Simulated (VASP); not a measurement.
# KMgF3 (cubic perovskite) (Pm-3m) in VASP: notebook

Runs on KMgF3 (cubic perovskite). Level: PBE. Tasks: single point, relaxation of cell and atoms.

Everything below comes from runs of VASP 6.6.1. Logs are shortened: lines on timing, memory, paths and dates and some standing lists are left out, and cuts for length are marked.

## (1) The cell of the first run

Symmetry: Pm-3m, No. 221, cubic system. The conventional cell has a = 4.054 Å, b = 4.054 Å, c = 4.054 Å, α = 90.00°, β = 90.00°, γ = 90.00°. K (site symmetry m-3m) has 12 F at 2.87 Å and 8 Mg at 3.51 Å within 3.8 Å. Mg (site symmetry m-3m) has 6 F at 2.03 Å within 2.7 Å. Within 2.7 Å of F (site symmetry 4/mmm) lie 2 Mg at 2.03 Å.

## (2) Single point, PBE

Contents of INCAR:

```
SYSTEM = KMgF3
ALGO = Normal
EDIFF = 1E-6
ENCUT = 520
GGA = PE
ISIF = 2
ISMEAR = 0
LASPH = .TRUE.
LCHARG = .FALSE.
LREAL = .FALSE.
LWAVE = .FALSE.
NBANDS = 24
NELM = 100
PREC = Accurate
SIGMA = 0.01
```

Contents of KPOINTS:

```
k-points
0
G
  6 6 6
  0 0 0
```

Contents of POSCAR:

```
KMgF3
1.0
    4.0543038463      0.0000000000      0.0000000000
    0.0000000000      4.0543038463      0.0000000000
    0.0000000000      0.0000000000      4.0543038463
K Mg F
1 1 3
Direct
    0.5000000000      0.5000000000      0.5000000000
    0.0000000000      0.0000000000      0.0000000000
    0.5000000000      0.0000000000      0.0000000000
    0.0000000000      0.5000000000      0.0000000000
    0.0000000000      0.0000000000      0.5000000000
```

Potentials or basis: VASP PAW PBE potentials, release 64 (K_sv, Mg, F).

On the command line:

```sh
cat potpaw_PBE.64/K_sv/POTCAR potpaw_PBE.64/Mg/POTCAR potpaw_PBE.64/F/POTCAR > POTCAR
mpirun -np 1 vasp_std > vasp.out
```

OUTCAR:

```text
SYSTEM = KMgF3
   EDIFF = 1E-6
   ENCUT = 520
   GGA = PE
   ISIF = 2
   ISMEAR = 0
   LASPH = .TRUE.
   LREAL = .FALSE.
   NELM = 100
   PREC = Accurate

 ion  position               nearest neighbor table
   1  0.500  0.500  0.500-   2 3.51   2 3.51   2 3.51   2 3.51   2 3.51   2 3.51   2 3.51   2 3.51

   2  0.000  0.000  0.000-   3 2.03   4 2.03   5 2.03   5 2.03   4 2.03   3 2.03   1 3.51   1 3.51
                             1 3.51   1 3.51   1 3.51   1 3.51   1 3.51   1 3.51
   3  0.500  0.000  0.000-   2 2.03   2 2.03
   4  0.000  0.500  0.000-   2 2.03   2 2.03
   5  0.000  0.000  0.500-   2 2.03   2 2.03

  LATTYP: Found a simple cubic cell.
 ALAT       =     4.0543038463

  Lattice vectors:

 A1 = (   4.0543038463,   0.0000000000,   0.0000000000)
 A2 = (   0.0000000000,   4.0543038463,   0.0000000000)
 A3 = (   0.0000000000,   0.0000000000,   4.0543038463)

Analysis of symmetry for initial positions (statically):
=====================================================================
 Subroutine PRICEL returns:
 Original cell was already a primitive cell.

 Routine SETGRP: Setting up the symmetry group for a
 simple cubic supercell.

 Subroutine GETGRP returns: Found 48 space group operations
 (whereof 48 operations were pure point group operations)
 out of a pool of 48 trial point group operations.

The static configuration has the point symmetry O_h .

Analysis of symmetry for dynamics (positions and initial velocities):
=====================================================================
 Subroutine PRICEL returns:
 Original cell was already a primitive cell.

 Routine SETGRP: Setting up the symmetry group for a
 simple cubic supercell.

 Subroutine GETGRP returns: Found 48 space group operations
 (whereof 48 operations were pure point group operations)
 out of a pool of 48 trial point group operations.

The dynamic configuration has the point symmetry O_h .

 Subroutine INISYM returns: Found 48 space group operations
 (whereof 48 operations are pure point group operations),
 and found     1 'primitive' translations

----------------------------------------------------------------------------------------

                                     Primitive cell

  volume of cell :      66.6421

  direct lattice vectors                    reciprocal lattice vectors
     4.054303846  0.000000000  0.000000000     0.246651469  0.000000000  0.000000000
     0.000000000  4.054303846  0.000000000     0.000000000  0.246651469  0.000000000
     0.000000000  0.000000000  4.054303846     0.000000000  0.000000000  0.246651469

  length of vectors
     4.054303846  4.054303846  4.054303846     0.246651469  0.246651469  0.246651469

  position of ions in fractional coordinates (direct lattice)
     0.500000000  0.500000000  0.500000000
     0.000000000  0.000000000  0.000000000
     0.500000000  0.000000000  0.000000000
     0.000000000  0.500000000  0.000000000
     0.000000000  0.000000000  0.500000000

  ion indices of the primitive-cell ions
   primitive index   ion index
                 1           1
                 2           2
                 3           3
                 4           4
                 5           5

----------------------------------------------------------------------------------------

 KPOINTS: k-points

Automatic generation of k-mesh.
 Grid dimensions read from file:
 generate k-points for:    6    6    6

 Generating k-lattice:

  Cartesian coordinates                     Fractional coordinates (reciprocal lattice)
     0.041108578  0.000000000  0.000000000     0.166666667  0.000000000  0.000000000
     0.000000000  0.041108578  0.000000000     0.000000000  0.166666667  0.000000000
     0.000000000  0.000000000  0.041108578     0.000000000  0.000000000  0.166666667

  Length of vectors
     0.041108578  0.041108578  0.041108578

  Shift w.r.t. Gamma in fractional coordinates (k-lattice)
     0.000000000  0.000000000  0.000000000

 Subroutine IBZKPT returns following result:
 ===========================================

 Found     20 irreducible k-points:

 Following reciprocal coordinates:
            Coordinates               Weight
  0.000000  0.000000  0.000000      1.000000
  0.166667  0.000000  0.000000      6.000000
  0.333333  0.000000  0.000000      6.000000
  0.500000  0.000000  0.000000      3.000000
  0.166667  0.166667  0.000000     12.000000
  0.333333  0.166667  0.000000     24.000000
[... 12 lines left out ...]
  0.500000  0.500000  0.333333      6.000000
  0.500000  0.500000  0.500000      1.000000
   k-points           NKPTS =     20   k-points in BZ     NKDIM =     20   number of bands    NBANDS=     24
   number of dos      NEDOS =    301   number of ions     NIONS =      5
   total plane-waves  NPLWV =  27000
   dimension x,y,z NGX =    30 NGY =   30 NGZ =   30
   dimension x,y,z NGXF=    60 NGYF=   60 NGZF=   60
   ions per type =               1   1   3
   NGX,Y,Z   is equivalent  to a cutoff of  12.30, 12.30, 12.30 a.u.
   NGXF,Y,Z  is equivalent  to a cutoff of  24.60, 24.60, 24.60 a.u.
 SYSTEM =  KMgF3
   PREC   = accura    normal or accurate (medium, high low for compatibility)
   ISTART =      0    job   : 0-new  1-cont  2-samecut
   ICHARG =      2    charge: 1-file 2-atom 10-const
   ISPIN  =      1    spin polarized calculation?
   LNONCOLLINEAR =      F non collinear calculations
   LSORBIT =      F    spin-orbit coupling
   LASPH  =      T    aspherical Exc in radial PAW
   ENCUT  =  520.0 eV  38.22 Ry    6.18 a.u.   7.54  7.54  7.54*2*pi/ulx,y,z
   NELM   =    100;   NELMIN=  2; NELMDL= -5     # of ELM steps
   EDIFF  = 0.1E-05   stopping-criterion for ELM
   LREAL  =      F    real-space projection
   EDIFFG = 0.1E-04   stopping-criterion for IOM
   NSW    =      0    number of steps for IOM
   IBRION =     -1    ionic relax: 0-MD 1-quasi-New 2-CG
   NFREE  =      0    steps in history (QN), initial steepest desc. (CG)
   ISIF   =      2    stress and relaxation
   ISYM   =      2    0-nonsym 1-usesym 2-fastsym
   POTIM  = 0.5000    time-step for ionic-motion
   TEBEG  =    0.0;   TEEND  =   0.0 temperature during run
   PSTRESS=    0.0 pullay stress
   NELECT =      32.0000    total number of electrons
   NUPDOWN=      -1.0000    fix difference up-down
   EMIN   =  10.00;   EMAX   =-10.00  energy-range for DOS
   EFERMI =   0.00;   METHOD = LEGACY
   ISMEAR =     0;   SIGMA  =   0.01  broadening in eV -4-tet -1-fermi 0-gaus
   EFERMI_NEDOS =   21; number of points for ismear=-14 and -15
   IALGO  =     38    algorithm
   IMIX   =      4    mixing-type and parameters
     AMIX     =   0.40;   BMIX     =  1.00
     AMIX_MAG =   1.60;   BMIX_MAG =  1.00
  volume/ion in A,a.u.               =      13.33        89.94
  Fermi-wavevector in a.u.,A,eV,Ry     =   1.281962  2.422557 22.360181  1.643427
  Thomas-Fermi vector in A             =   2.414301
   LORBIT       =      0    0 simple, 1 ext, 2 COOP (PROOUT), +10 PAW based schemes
   GGA     = PE    functional components
   LHFCALC =     F    Hartree Fock is set to
   AEXX    =    0.0000 exact exchange contribution
   IVDW    =     0    specifies the selected vdW correction
   LEPSILON=     F    determine dielectric tensor
   LRPA    =     F    only Hartree local field effects (RPA)
 non-spin polarized calculation
 Gauss-broadening in eV      SIGMA  =   0.01
  energy-cutoff  :      520.00
  volume of cell :       66.64
 maximum number of plane-waves:      1856
   NGX = 15   NGY = 15   NGZ = 15

 number of electron      31.9999960 magnetization

 Free energy of the ion-electron system (eV)
  ---------------------------------------------------
  ext. energy  EPLUGINS =         0.00000000
  ---------------------------------------------------
  free energy    TOTEN  =       -24.44978197 eV

  energy without entropy =      -24.44978197  energy(sigma->0) =      -24.44978197

 E-fermi :  -1.7549     XC(G=0):  -9.4332

 val. band max:       -1.8507143779   @ k =   0.5000   0.5000   0.5000
 cond. band min:       5.0778187228   @ k =   0.0000   0.0000   0.0000
 fundamental gap:      6.9285331008
 Fermi energy:        -1.7549360015

 k-point     1 :       0.0000    0.0000    0.0000
  band No.  band energies     occupation
      1     -27.6113      2.00000
      2     -21.8387      2.00000
      3     -21.2497      2.00000
      4     -21.2497      2.00000
      5     -11.0964      2.00000
      6     -11.0964      2.00000
[... 16 lines left out ...]
     23      11.5737      0.00000
     24      14.4601      0.00000

 k-point     2 :       0.1667    0.0000    0.0000
  band No.  band energies     occupation
      1     -27.6061      2.00000
      2     -21.8099      2.00000
      3     -21.2832      2.00000
      4     -21.2484      2.00000
      5     -11.0961      2.00000
      6     -11.0856      2.00000
[... 16 lines left out ...]
     23      11.5703      0.00000
     24      14.3367      0.00000

 k-point     3 :       0.3333    0.0000    0.0000
  band No.  band energies     occupation
      1     -27.5956      2.00000
      2     -21.7392      2.00000
      3     -21.3622      2.00000
      4     -21.2443      2.00000
      5     -11.0953      2.00000
      6     -11.0636      2.00000
[... 16 lines left out ...]
     23      11.6241      0.00000
     24      14.0020      0.00000

 k-point     4 :       0.5000    0.0000    0.0000
  band No.  band energies     occupation
      1     -27.5904      2.00000
      2     -21.6905      2.00000
      3     -21.4158      2.00000
      4     -21.2426      2.00000
      5     -11.0950      2.00000
      6     -11.0525      2.00000
[... 16 lines left out ...]
     23      12.2367      0.00000
     24      13.1647      0.00000

 k-point     5 :       0.1667    0.1667    0.0000
  band No.  band energies     occupation
      1     -27.6012      2.00000
      2     -21.7806      2.00000
      3     -21.2961      2.00000
      4     -21.2645      2.00000
      5     -11.1121      2.00000
      6     -11.0751      2.00000
[... 16 lines left out ...]
     23      11.6160      0.00000
     24      13.7734      0.00000

 k-point     6 :       0.3333    0.1667    0.0000
  band No.  band energies     occupation
      1     -27.5915      2.00000
      2     -21.7077      2.00000
      3     -21.3658      2.00000
      4     -21.2679      2.00000
      5     -11.1178      2.00000
      6     -11.0729      2.00000
[... 16 lines left out ...]
     23      11.7364      0.00000
     24      13.3680      0.00000
[... 271 lines left out ...]
 k-point    17 :       0.3333    0.3333    0.3333
  band No.  band energies     occupation
      1     -27.5732      2.00000
      2     -21.5396      2.00000
      3     -21.3756      2.00000
      4     -21.3756      2.00000
      5     -11.1873      2.00000
      6     -11.1873      2.00000
[... 16 lines left out ...]
     23      12.5484      0.00000
     24      13.3356      0.00000

 k-point    18 :       0.5000    0.3333    0.3333
  band No.  band energies     occupation
      1     -27.5699      2.00000
      2     -21.4850      2.00000
      3     -21.4203      2.00000
      4     -21.3722      2.00000
      5     -11.2087      2.00000
      6     -11.2010      2.00000
[... 16 lines left out ...]
     23      12.0909      0.00000
     24      12.8518      0.00000

 k-point    19 :       0.5000    0.5000    0.3333
  band No.  band energies     occupation
      1     -27.5669      2.00000
      2     -21.4250      2.00000
      3     -21.4181      2.00000
      4     -21.4181      2.00000
      5     -11.2289      2.00000
      6     -11.2289      2.00000
[... 16 lines left out ...]
     23      12.4417      0.00000
     24      12.4417      0.00000

 k-point    20 :       0.5000    0.5000    0.5000
  band No.  band energies     occupation
      1     -27.5642      2.00000
      2     -21.4146      2.00000
      3     -21.4146      2.00000
      4     -21.4146      2.00000
      5     -11.2502      2.00000
      6     -11.2502      2.00000
[... 16 lines left out ...]
     23      12.6315      0.00000
     24      12.8090      0.00000

------------------------ aborting loop because EDIFF is reached ----------------------------------------

  FORCE on cell =-STRESS in cart. coord.  units (eV):
  Direction    XX          YY          ZZ          XY          YZ          ZX
  --------------------------------------------------------------------------------------
  -------------------------------------------------------------------------------------
  Total       -0.1743561     -0.1743561     -0.1743561      0.0000000     -0.0000000      0.0000000
  in kB       -4.1917844     -4.1917844     -4.1917844      0.0000000     -0.0000000      0.0000000
  external PRESSURE =      -4.1917844 kB  Pullay stress =       0.0000000 kB

 VOLUME and BASIS-vectors are now :
 -----------------------------------------------------------------------------
  energy-cutoff  :      520.00
  volume of cell :       66.64
      direct lattice vectors                 reciprocal lattice vectors
     4.054303846  0.000000000  0.000000000     0.246651469  0.000000000  0.000000000
     0.000000000  4.054303846  0.000000000     0.000000000  0.246651469  0.000000000
     0.000000000  0.000000000  4.054303846     0.000000000  0.000000000  0.246651469

 POSITION                                       TOTAL-FORCE (eV/Angst)
 -----------------------------------------------------------------------------------
      2.02715      2.02715      2.02715         0.000000      0.000000      0.000000
      0.00000      0.00000      0.00000         0.000000      0.000000      0.000000
      2.02715      0.00000      0.00000         0.000000      0.000000      0.000000
      0.00000      2.02715      0.00000         0.000000      0.000000      0.000000
      0.00000      0.00000      2.02715         0.000000      0.000000      0.000000
 -----------------------------------------------------------------------------------
    total drift:                                0.000000     -0.000000      0.000000

  FREE ENERGIE OF THE ION-ELECTRON SYSTEM (eV)
  ---------------------------------------------------
  free  energy   TOTEN  =       -24.4497819700 eV

  energy  without entropy=      -24.4497819700  energy(sigma->0) =      -24.44978197
```

Wall time 23 s (1 thread of Intel Xeon Platinum 8488C (Sapphire Rapids), shared host); peak memory 0.18 GiB.

What came out:

- Free energy: -24.4498 eV
- Pressure: -0.4 GPa
- Band gap on the k mesh: 6.93 eV, indirect (least direct gap 7.25 eV)

Levels at points of the mesh, in eV from the valence-band top:
| k point | band 12 | band 13 | band 14 | band 15 | band 16 | band 17 | band 18 | band 19 | band 20 | band 21 |
| --- | --- | --- | --- | --- | --- | --- | --- | --- | --- | --- |
| (0.00, 0.00, 0.00) | -0.58 | -0.58 | -0.32 | -0.32 | -0.32 | 6.93 | 10.01 | 10.01 | 12.10 | 12.10 |
| (0.50, 0.00, 0.00) | -0.80 | -0.80 | -0.79 | -0.50 | -0.50 | 9.80 | 9.93 | 10.98 | 12.57 | 12.57 |
| (0.50, 0.50, 0.00) | -0.95 | -0.95 | -0.85 | -0.85 | -0.02 | 10.61 | 11.44 | 12.16 | 12.16 | 12.61 |
| (0.50, 0.50, 0.50) | -1.07 | -1.07 | 0.00 | 0.00 | 0.00 | 10.24 | 10.24 | 10.24 | 13.56 | 13.85 |

A k mesh can miss the band edges. PBE gaps usually lie below the measured ones, often by a third to a half.

[end of part 1 of 2]
